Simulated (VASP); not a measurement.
## Si: single point with HSE06

The system is Si.

```
Si
1.0
     0.00000    2.73500    2.73500
     2.73500    0.00000    2.73500
     2.73500    2.73500    0.00000
Si
2
Direct
  0.00000 0.00000 0.00000
  0.25000 0.25000 0.25000
```

| Quantity | Value |
| --- | --- |
| Program | VASP 6.6.1 |
| Task | single point |
| Functional | HSE06 |
| Potentials or basis | VASP PAW PBE potentials, release 64 (Si) |
| Cutoff | 520 eV |
| k mesh | 6 × 6 × 6 |
| Occupations | fermi-dirac, width 0.02 eV |
| Spin | no spin polarisation |
| Dipole correction | no |
| Grid for exact exchange (PRECFOCK) | Normal |
| Further INCAR settings | ALGO = Normal; EDIFF = 1e-06; NBANDS = 11 |
| Share of exact exchange | 0.25 |
| Screening parameter | 0.2079 1/Å |

The pressure is -1.9 GPa and the band gap on the k mesh is 1.33 eV (least direct gap 3.31 eV).

Levels at points of the mesh, in eV from the valence-band top:
```tsv
k point	band 2	band 3	band 4	band 5	band 6	band 7
(0.00, 0.00, 0.00)	0.00	0.00	0.00	3.31	3.31	3.31
(0.50, 0.00, 0.00)	-7.60	-1.29	-1.29	2.16	4.15	4.15
(0.50, 0.50, 0.00)	-8.59	-3.07	-3.07	1.33	1.33	11.29
```

Run time: 27 min on 1 thread of Intel Xeon 8259CL (shared host), peak memory 0.27 GiB.

Caveat: the PAW data sets were made with another functional, which shifts forces and pressure a little. A k mesh can miss the band edges.
